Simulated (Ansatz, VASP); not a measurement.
## Two plane-wave programs on NaF

File INCAR:

```
ALGO = Normal ; EDIFF = 1E-6
ENCUT = 520 ; GGA = PS
ISIF = 2 ; ISMEAR = 0
LASPH = True ; LCHARG = False
LREAL = False ; LWAVE = False
NBANDS = 14 ; NELM = 80
PREC = Accurate ; SIGMA = 0.05
```

File KPOINTS:

```
k-points
0
Gamma
  8 8 8
```

Contents of POSCAR:

```
NaF
1.0
    0.0000000000      2.3233000000      2.3465330000
    2.3233000000      0.0000000000      2.3465330000
    2.3233000000      2.3233000000      0.0000000000
Na F
1 1
Direct
    0.0000000000      0.0000000000      0.0000000000
    0.5000000000      0.5000000000      0.5000000000
```

Input for Ansatz:

```yaml
crystal:
  lattice:
    - [0.0, 2.3233, 2.346533]
    - [2.3233, 0.0, 2.346533]
    - [2.3233, 2.3233, 0.0]
  atoms:
    - { symbol: Na, position: [0.0, 0.0, 0.0] }
    - { symbol: F, position: [0.5, 0.5, 0.5] }
basis:
  ecutwfc: 420
kpoints:
  mp_grid: { grid: [8, 8, 8] }
hamiltonian:
  xc: pbesol
scf:
  occupations: { method: gaussian, width: 0.05 }
output:
  forces: true
  stress: true
  eigenvalues: true
```

Change from the starting cell: strain +0.0100 x Voigt [0, 0, 1, 0, 0, 0], atoms carried along.

Alike in both runs: task single point; functional PBEsol; k mesh 8 × 8 × 8; occupations gaussian, width 0.05 eV; no spin polarisation.

|  | VASP | Ansatz |
| --- | --- | --- |
| version | VASP 6.6.1 | Ansatz 0.2.0 |
| potentials or method | VASP PAW PBE potentials, release 64 (Na_pv, F), cutoff 520 eV | scalar-relativistic, plane waves, PAW |
| valence electrons in the cell | 14 | 16 |

```tsv
	VASP	Ansatz	Ansatz less VASP
gap on the k mesh at the Fermi level (eV)	6.07	6.09	+0.021
least direct gap on the mesh (eV)	6.07	6.09	+0.021
pressure (GPa)	-1.1	-1.0	+0.10
traceless stress, the component that is largest in VASP (GPa)	-0.48	-0.45	+0.021
```

VASP's potentials were made for PBE, not for PBEsol. The functional is the same, so the differences come from potentials, cutoffs and numerics. VASP's potentials hold 14 valence electrons a cell and Ansatz's 16, so a difference there can come from the potentials and not from the codes.
